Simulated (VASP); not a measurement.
# W16N in VASP: single point with PBE

Aim: the single point of W16N with PBE.

All numbers are computed with VASP 6.6.1; they aren't measurements. Logs are shortened: lines on timing, memory, paths and dates and some standing lists are left out, and cuts for length are marked.

**1. The cell of the first run**

The cell holds a slab with vacuum, 17 atoms: a = 6.367 Å, b = 6.367 Å, c = 20.143 Å, α = 90.00°, β = 90.00°, γ = 90.00°.

**2. Single point, PBE**

INCAR reads:

```
PREC     = Accurate       # precision mode
ENCUT    = 520            # plane-wave cutoff, eV
EDIFF    = 1E-6           # SCF threshold, eV
ISMEAR   = 0              # smearing method
SIGMA    = 0.1            # smearing width, eV
LREAL    = Auto         
LASPH    = True           # aspherical terms in the spheres
NELM     = 100            # most SCF steps
ALGO     = Fast           # electronic algorithm
ISIF     = 2              # what is computed and relaxed
LWAVE    = False          # write WAVECAR
LCHARG   = True           # write CHGCAR
LDIPOL   = True         
IDIPOL   = 3            
DIPOL    = 0.5 0.5 0.327
GGA      = PE             # functional
LELF     = True           # ELF
LVHAR    = True         
LVACPOTAV= True         
NBANDS   = 128            # bands
```

KPOINTS reads:

```
Automatic mesh
0
Gamma
  4 4 1
```

POSCAR reads:

```
W16N
1.0
    6.3673983408      0.0000000000      0.0000000000
    0.0000000000      6.3673983408      0.0000000000
    0.0000000000      0.0000000000     20.1425775155
W N
16 1
Direct
    0.2500000000      0.2500000000      0.1985843171
    0.2500000000      0.7500000000      0.1985843171
    0.7500000000      0.2500000000      0.1985843171
    0.7500000000      0.7500000000      0.1985843171
    0.0000000000      0.0000000000      0.2776134078
    0.0000000000      0.5000000000      0.2776134078
    0.5000000000      0.0000000000      0.2776134078
    0.5000000000      0.5000000000      0.2776134078
    0.2500000000      0.2500000000      0.3599451785
    0.2500000000      0.7500000000      0.3599451785
    0.7500000000      0.2500000000      0.3599451785
    0.7500000000      0.7500000000      0.3599451785
    0.0000000000      0.0000000000      0.4290700884
    0.0000000000      0.5000000000      0.4290700884
    0.5000000000      0.0000000000      0.4290700884
    0.5000000000      0.5000000000      0.4290700884
    0.0625000000      0.1875000000      0.4924057355
```

Potentials or basis: VASP PAW PBE potentials, release 64 (W_sv, N).

Started as:

```bash
$ cat potpaw_PBE.64/W_sv/POTCAR potpaw_PBE.64/N/POTCAR > POTCAR
$ mpirun -np 1 vasp_std > vasp.out
```

OUTCAR:

```text
PREC = Accurate
   ENCUT = 520
   EDIFF = 1E-6
   ISMEAR = 0
   LREAL = Auto
   LASPH = True
   NELM = 100
   ISIF = 2
   GGA = PE

 ion  position               nearest neighbor table
   1  0.250  0.250  0.199-   5 2.76   6 2.76   7 2.76   8 2.76   2 3.18   3 3.18   2 3.18   3 3.18
                             9 3.25
   2  0.250  0.750  0.199-   5 2.76   6 2.76   7 2.76   8 2.76   1 3.18   4 3.18   1 3.18   4 3.18
                            10 3.25
   3  0.750  0.250  0.199-   5 2.76   6 2.76   7 2.76   8 2.76   1 3.18   4 3.18   4 3.18   1 3.18
                            11 3.25
   4  0.750  0.750  0.199-   5 2.76   6 2.76   7 2.76   8 2.76   2 3.18   3 3.18   3 3.18   2 3.18
                            12 3.25
   5  0.000  0.000  0.278-   1 2.76   2 2.76   3 2.76   4 2.76   9 2.80  10 2.80  11 2.80  12 2.80
                            13 3.05   7 3.18   6 3.18   6 3.18   7 3.18
   6  0.000  0.500  0.278-   1 2.76   2 2.76   3 2.76   4 2.76   9 2.80  10 2.80  11 2.80  12 2.80
                            14 3.05   8 3.18   5 3.18   5 3.18   8 3.18
   7  0.500  0.000  0.278-   1 2.76   2 2.76   3 2.76   4 2.76   9 2.80  10 2.80  11 2.80  12 2.80
                            15 3.05   8 3.18   5 3.18   8 3.18   5 3.18
   8  0.500  0.500  0.278-   1 2.76   2 2.76   3 2.76   4 2.76   9 2.80  10 2.80  11 2.80  12 2.80
                            16 3.05   7 3.18   6 3.18   7 3.18   6 3.18
   9  0.250  0.250  0.360-  13 2.65  14 2.65  15 2.65  16 2.65   5 2.80   6 2.80   7 2.80   8 2.80
                            10 3.18  11 3.18  10 3.18  11 3.18   1 3.25
  10  0.250  0.750  0.360-  13 2.65  14 2.65  15 2.65  16 2.65   5 2.80   6 2.80   7 2.80   8 2.80
                             9 3.18  12 3.18   9 3.18  12 3.18   2 3.25
  11  0.750  0.250  0.360-  13 2.65  14 2.65  15 2.65  16 2.65   5 2.80   6 2.80   7 2.80   8 2.80
                             9 3.18  12 3.18  12 3.18   9 3.18   3 3.25
  12  0.750  0.750  0.360-  13 2.65  14 2.65  15 2.65  16 2.65   5 2.80   6 2.80   7 2.80   8 2.80
                            10 3.18  11 3.18  11 3.18  10 3.18   4 3.25
  13  0.000  0.000  0.429-  17 1.79  10 2.65  11 2.65  12 2.65   9 2.65   5 3.05  15 3.18  14 3.18
                            14 3.18  15 3.18
  14  0.000  0.500  0.429-  17 2.40  10 2.65  11 2.65  12 2.65   9 2.65   6 3.05  16 3.18  13 3.18
                            13 3.18  16 3.18
  15  0.500  0.000  0.429-   9 2.65  10 2.65  11 2.65  12 2.65   7 3.05  13 3.18  16 3.18  16 3.18
                            13 3.18
  16  0.500  0.500  0.429-   9 2.65  10 2.65  11 2.65  12 2.65   8 3.05  14 3.18  15 3.18  15 3.18
                            14 3.18
  17  0.062  0.188  0.492-  13 1.79  14 2.40

  LATTYP: Found a simple tetragonal cell.
 ALAT       =     6.3673983408
 C/A-ratio  =     3.1633920853

  Lattice vectors:

 A1 = (   6.3673983408,   0.0000000000,   0.0000000000)
 A2 = (   0.0000000000,   6.3673983408,   0.0000000000)
 A3 = (   0.0000000000,   0.0000000000,  20.1425775155)

Analysis of symmetry for initial positions (statically):
=====================================================================
 Subroutine PRICEL returns:
 Original cell was already a primitive cell.

 Routine SETGRP: Setting up the symmetry group for a
 simple tetragonal supercell.

 Subroutine GETGRP returns: Found  1 space group operations
 (whereof  1 operations were pure point group operations)
 out of a pool of 16 trial point group operations.

The static configuration has the point symmetry C_1 .

Analysis of symmetry for dynamics (positions and initial velocities):
=====================================================================
 Subroutine PRICEL returns:
 Original cell was already a primitive cell.

 Routine SETGRP: Setting up the symmetry group for a
 simple tetragonal supercell.

 Subroutine GETGRP returns: Found  1 space group operations
 (whereof  1 operations were pure point group operations)
 out of a pool of 16 trial point group operations.

The dynamic configuration has the point symmetry C_1 .

 Subroutine INISYM returns: Found  1 space group operations
 (whereof  1 operations are pure point group operations),
 and found     1 'primitive' translations

----------------------------------------------------------------------------------------

                                     Primitive cell

  volume of cell :     816.6559

  direct lattice vectors                    reciprocal lattice vectors
     6.367398341  0.000000000  0.000000000     0.157050014  0.000000000  0.000000000
     0.000000000  6.367398341  0.000000000     0.000000000  0.157050014  0.000000000
     0.000000000  0.000000000 20.142577516     0.000000000  0.000000000  0.049646079

  length of vectors
     6.367398341  6.367398341 20.142577516     0.157050014  0.157050014  0.049646079

  position of ions in fractional coordinates (direct lattice)
     0.250000000  0.250000000  0.198584317
     0.250000000  0.750000000  0.198584317
     0.750000000  0.250000000  0.198584317
     0.750000000  0.750000000  0.198584317
     0.000000000  0.000000000  0.277613408
     0.000000000  0.500000000  0.277613408
[... 9 lines left out ...]
     0.500000000  0.500000000  0.429070088
     0.062500000  0.187500000  0.492405736

  ion indices of the primitive-cell ions
   primitive index   ion index
                 1           1
                 2           2
                 3           3
                 4           4
                 5           5
                 6           6
[... 9 lines left out ...]
                16          16
                17          17

----------------------------------------------------------------------------------------

 KPOINTS: Automatic mesh

Automatic generation of k-mesh.
 Grid dimensions read from file:
 generate k-points for:    4    4    1

 Generating k-lattice:

  Cartesian coordinates                     Fractional coordinates (reciprocal lattice)
     0.039262504  0.000000000  0.000000000     0.250000000  0.000000000  0.000000000
     0.000000000  0.039262504  0.000000000     0.000000000  0.250000000  0.000000000
     0.000000000  0.000000000  0.049646079     0.000000000  0.000000000  1.000000000

  Length of vectors
     0.039262504  0.039262504  0.049646079

  Shift w.r.t. Gamma in fractional coordinates (k-lattice)
     0.000000000  0.000000000  0.000000000

 Subroutine IBZKPT returns following result:
 ===========================================

 Found     10 irreducible k-points:

 Following reciprocal coordinates:
            Coordinates               Weight
  0.000000  0.000000  0.000000      1.000000
  0.250000  0.000000  0.000000      2.000000
  0.000000  0.250000  0.000000      2.000000
  0.500000  0.000000  0.000000      1.000000
  0.000000  0.500000  0.000000      1.000000
  0.250000  0.250000  0.000000      2.000000
 -0.250000  0.250000  0.000000      2.000000
  0.500000  0.250000  0.000000      2.000000
 -0.250000  0.500000  0.000000      2.000000
  0.500000  0.500000  0.000000      1.000000
   k-points           NKPTS =     10   k-points in BZ     NKDIM =     10   number of bands    NBANDS=    128
   number of dos      NEDOS =    301   number of ions     NIONS =     17
   total plane-waves  NPLWV = 345600
   dimension x,y,z NGX =    48 NGY =   48 NGZ =  150
   dimension x,y,z NGXF=    96 NGYF=   96 NGZF=  300
   ions per type =              16   1
   NGX,Y,Z   is equivalent  to a cutoff of  12.53, 12.53, 12.38 a.u.
   NGXF,Y,Z  is equivalent  to a cutoff of  25.06, 25.06, 24.76 a.u.
 SYSTEM =  unknown system
   PREC   = accura    normal or accurate (medium, high low for compatibility)
   ISTART =      0    job   : 0-new  1-cont  2-samecut
   ICHARG =      2    charge: 1-file 2-atom 10-const
   ISPIN  =      1    spin polarized calculation?
   LNONCOLLINEAR =      F non collinear calculations
   LSORBIT =      F    spin-orbit coupling
   LASPH  =      T    aspherical Exc in radial PAW
   ENCUT  =  520.0 eV  38.22 Ry    6.18 a.u.  11.84 11.84 37.45*2*pi/ulx,y,z
   NELM   =    100;   NELMIN=  2; NELMDL= -5     # of ELM steps
   EDIFF  = 0.1E-05   stopping-criterion for ELM
   LREAL  =      T    real-space projection
   EDIFFG = 0.1E-04   stopping-criterion for IOM
   NSW    =      0    number of steps for IOM
   IBRION =     -1    ionic relax: 0-MD 1-quasi-New 2-CG
   NFREE  =      0    steps in history (QN), initial steepest desc. (CG)
   ISIF   =      2    stress and relaxation
   ISYM   =      2    0-nonsym 1-usesym 2-fastsym
   POTIM  = 0.5000    time-step for ionic-motion
   TEBEG  =    0.0;   TEEND  =   0.0 temperature during run
   PSTRESS=    0.0 pullay stress
   NELECT =     229.0000    total number of electrons
   NUPDOWN=      -1.0000    fix difference up-down
   EMIN   =  10.00;   EMAX   =-10.00  energy-range for DOS
   EFERMI =   0.00;   METHOD = LEGACY
   ISMEAR =     0;   SIGMA  =   0.10  broadening in eV -4-tet -1-fermi 0-gaus
   EFERMI_NEDOS =   21; number of points for ismear=-14 and -15
   IALGO  =     68    algorithm
   IMIX   =      4    mixing-type and parameters
     AMIX     =   0.40;   BMIX     =  1.00
     AMIX_MAG =   1.60;   BMIX_MAG =  1.00
  volume/ion in A,a.u.               =      48.04       324.18
  Fermi-wavevector in a.u.,A,eV,Ry     =   1.071536  2.024910 15.622079  1.148190
  Thomas-Fermi vector in A             =   2.207280
   LORBIT       =      0    0 simple, 1 ext, 2 COOP (PROOUT), +10 PAW based schemes
   GGA     = PE    functional components
   LHFCALC =     F    Hartree Fock is set to
   AEXX    =    0.0000 exact exchange contribution
   IVDW    =     0    specifies the selected vdW correction
   LEPSILON=     F    determine dielectric tensor
   LRPA    =     F    only Hartree local field effects (RPA)
 non-spin polarized calculation
 RMM-DIIS sequential band-by-band and
 Gauss-broadening in eV      SIGMA  =   0.10
  energy-cutoff  :      520.00
  volume of cell :      816.66
 maximum number of plane-waves:     22040
   NGX = 23   NGY = 23   NGZ = 75

 dipolmoment           0.000000      0.000000     -0.007705 electrons x Angstroem

 number of electron     228.9999965 magnetization

 dipolmoment           0.000000      0.000000      0.095216 electrons x Angstroem

 Free energy of the ion-electron system (eV)
  ---------------------------------------------------
  ext. energy  EPLUGINS =         0.00000000
  ---------------------------------------------------
  free energy    TOTEN  =      -194.97169642 eV

  energy without entropy =     -194.87776207  energy(sigma->0) =     -194.92472924

 E-fermi :   0.6814     XC(G=0):  -5.5023

 val. band max:        0.6622784095   @ k =   0.5000   0.2500   0.0000
 cond. band min:       0.6897867688   @ k =   0.2500   0.2500   0.0000
 fundamental gap:      0.0275083593
 Fermi energy:         0.6814187048

 k-point     1 :       0.0000    0.0000    0.0000
  band No.  band energies     occupation
      1     -73.2352      2.00000
      2     -73.1885      2.00000
      3     -73.1687      2.00000
      4     -73.1655      2.00000
      5     -73.1552      2.00000
      6     -73.1467      2.00000
[... 118 lines left out ...]
    125       2.2174      0.00000
    126       2.3196      0.00000

 k-point     2 :       0.2500    0.0000    0.0000
  band No.  band energies     occupation
      1     -73.2284      2.00000
      2     -73.1886      2.00000
      3     -73.1762      2.00000
      4     -73.1681      2.00000
      5     -73.1570      2.00000
      6     -73.1473      2.00000
[... 1150 lines left out ...]
    125       1.8881      0.00000
    126       2.0621      0.00000
 [bands above 126 left out]

------------------------ aborting loop because EDIFF is reached ----------------------------------------

  FORCE on cell =-STRESS in cart. coord.  units (eV):
  Direction    XX          YY          ZZ          XY          YZ          ZX
  --------------------------------------------------------------------------------------
  -------------------------------------------------------------------------------------
  Total      -19.1443118    -23.5087780     -9.4946013      1.0768622      3.0888284      0.8117251
  in kB      -37.5587610    -46.1213015    -18.6272280      2.1126697      6.0598975      1.5925039
  external PRESSURE =     -34.1024302 kB  Pullay stress =       0.0000000 kB

 VOLUME and BASIS-vectors are now :
 -----------------------------------------------------------------------------
  energy-cutoff  :      520.00
  volume of cell :      816.66
      direct lattice vectors                 reciprocal lattice vectors
     6.367398341  0.000000000  0.000000000     0.157050014  0.000000000  0.000000000
     0.000000000  6.367398341  0.000000000     0.000000000  0.157050014  0.000000000
     0.000000000  0.000000000 20.142577516     0.000000000  0.000000000  0.049646079

 POSITION                                       TOTAL-FORCE (eV/Angst)
 -----------------------------------------------------------------------------------
      1.59185      1.59185      4.00000         0.042169     -0.041078      2.170084
      1.59185      4.77555      4.00000         0.029668     -0.030965      2.068551
      4.77555      1.59185      4.00000        -0.067673      0.038271      2.077265
      4.77555      4.77555      4.00000        -0.004239     -0.042042      2.092989
      0.00000      0.00000      5.59185        -0.034630      0.037035     -2.233276
      0.00000      3.18370      5.59185         0.056462     -0.044624     -2.125642
[... 9 lines left out ...]
      3.18370      3.18370      8.64258         0.092700     -0.100021     -0.440900
      0.39796      1.19389      9.91832         0.340297      2.085663      0.196932
 -----------------------------------------------------------------------------------
    total drift:                               -0.000250     -0.000391      0.009471

  FREE ENERGIE OF THE ION-ELECTRON SYSTEM (eV)
  ---------------------------------------------------
  free  energy   TOTEN  =      -194.9716964162 eV

  energy  without entropy=     -194.8777620662  energy(sigma->0) =     -194.92472924

 vacuum level on the upper side and lower side of the slab         5.247         4.822
```

Run time: 33 min. Hardware: 1 thread of Oxide Virtual Turin-like, shared host; peak memory 1.1 GiB.

What came out:

| Quantity | Value |
| --- | --- |
| Free energy | -194.9717 eV |
| Largest force | 2.440 eV/Å |
| Band gap on the k mesh | zero (an odd number of electrons rules out a gap without spin polarisation) |

Forces in eV/Å, atoms in the order of the input:
```
W    0.042 -0.041  2.170
W    0.030 -0.031  2.069
W   -0.068  0.038  2.077
W   -0.004 -0.042  2.093
W   -0.035  0.037 -2.233
W    0.056 -0.045 -2.126
W    0.004  0.047 -2.127
W    0.046  0.098 -2.154
W    0.972  0.491 -0.708
W    0.791 -0.537 -0.353
W   -0.924  0.330 -0.747
W   -1.268 -0.640 -0.463
W   -0.526  0.313  1.405
W    0.272 -1.910  1.494
W    0.178 -0.093 -0.154
W    0.093 -0.100 -0.441
N    0.340  2.086  0.197
```

Caveat: spin-orbit coupling is left out, which moves the levels of the heavy elements.

The gap in the log of VASP goes by the Fermi energy; the results here count the filled bands.